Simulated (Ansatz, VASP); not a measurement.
Al in VASP and in Ansatz

File INCAR:

```
SYSTEM = Al
PREC     = Accurate       ! precision mode
ENCUT    = 400            ! plane-wave cutoff, eV
EDIFF    = 1E-6           ! SCF threshold, eV
ISMEAR   = 1              ! smearing method
SIGMA    = 0.1            ! smearing width, eV
LREAL    = .False.        ! projectors in reciprocal space
LASPH    = .True.         ! aspherical terms in the spheres
NELM     = 120            ! most SCF steps
ALGO     = Normal         ! electronic algorithm
ISIF     = 2              ! what is computed and relaxed
LWAVE    = .False.        ! write WAVECAR
LCHARG   = .True.         ! write CHGCAR
LDIPOL   = .True.       
IDIPOL   = 3            
DIPOL    = 0.5 0.5 0.381
GGA      = PS             ! functional
IVDW     = 12             ! dispersion correction
LELF     = .True.         ! ELF
LVHAR    = .True.       
LVACPOTAV= .True.       
NBANDS   = 30             ! bands
GGA_COMPAT= .False.      
NELMDL   = -8
```

KPOINTS

```
regular mesh
0
Gamma
  9 9 1
  0 0 0
```

Contents of POSCAR:

```
Al
1.0
    0.0000000284      5.3986024703      0.0000000000
   -4.6753268984     -2.6993012106      0.0000000000
    0.0000000000      0.0000000000     24.5947325592
Al
12
Direct
    0.0000000000      0.0000000000      0.2846137881
    0.0000000000      0.5000000000      0.2846137881
    0.5000000000      1.0000000000      0.2846137881
    0.5000000000      0.5000000000      0.2846137881
    0.3345231327      0.1680536592      0.3805175648
    0.3335305265      0.6654768673      0.3805175648
    0.8333333333      0.1666666667      0.3805515518
    0.8319463408      0.6664694735      0.3805175648
    0.6636650110      0.3304206423      0.4773270980
    0.6695793577      0.8332443687      0.4773270980
    0.1667556313      0.3363349890      0.4773270980
    0.1666666667      0.8333333333      0.4734875658
```

Input for Ansatz:

```yaml
crystal:
  lattice:
    - [2.84e-08, 5.3986024703, 0.0]
    - [-4.6753268984, -2.6993012106, 0.0]
    - [0.0, 0.0, 24.5947325592]
  atoms:
    - { symbol: Al, position: [0.0, 0.0, 0.2846137881] }
    - { symbol: Al, position: [0.0, 0.5, 0.2846137881] }
    - { symbol: Al, position: [0.5, 1.0, 0.2846137881] }
    - { symbol: Al, position: [0.5, 0.5, 0.2846137881] }
    - { symbol: Al, position: [0.3345231327, 0.1680536592, 0.3805175648] }
    - { symbol: Al, position: [0.3335305265, 0.6654768673, 0.3805175648] }
    - { symbol: Al, position: [0.8333333333, 0.1666666667, 0.3805515518] }
    - { symbol: Al, position: [0.8319463408, 0.6664694735, 0.3805175648] }
    - { symbol: Al, position: [0.663665011, 0.3304206423, 0.477327098] }
    - { symbol: Al, position: [0.6695793577, 0.8332443687, 0.477327098] }
    - { symbol: Al, position: [0.1667556313, 0.336334989, 0.477327098] }
    - { symbol: Al, position: [0.1666666667, 0.8333333333, 0.4734875658] }
basis:
  ecutwfc: 420
kpoints:
  mp_grid: { grid: [9, 9, 1] }
hamiltonian:
  xc: pbesol
  dispersion: d3bj
  pseudopotentials: { kind: paw, azcp: { folder: soft_1 } }
scf:
  occupations: { method: methfessel_paxton, width: 0.1 }
  n_extra_bands: 10
  max_iter: 160
output:
  forces: true
  eigenvalues: true
efield:
  axis: 3
  dipole_correction: true
```

Alike in both runs: task single point; functional PBEsol; dispersion D3(BJ); k mesh 9 × 9 × 1; occupations methfessel-paxton of order 1, width 0.1 eV; no spin polarisation.

```csv
,VASP,Ansatz
version,VASP 6.6.1,Ansatz 0.2.0
potentials or method,"VASP PAW PBE potentials, release 64 (Al), cutoff 400 eV","scalar-relativistic, plane waves, PAW"
valence electrons in the cell,36,36
```

|  | VASP | Ansatz | Ansatz less VASP |
| --- | --- | --- | --- |
| gap on the k mesh at the Fermi level (eV) | none | none | - |
| rms of the force components (eV/Å) | 0.050 | 0.049 | -0.0008 |

VASP's potentials were made for PBE, not for PBEsol, and Ansatz warns of the same on its side. Atom by atom the forces differ by 0.002 eV/Å (rms over components). A gap of «none» marks a metal or a gap that the smearing closes.
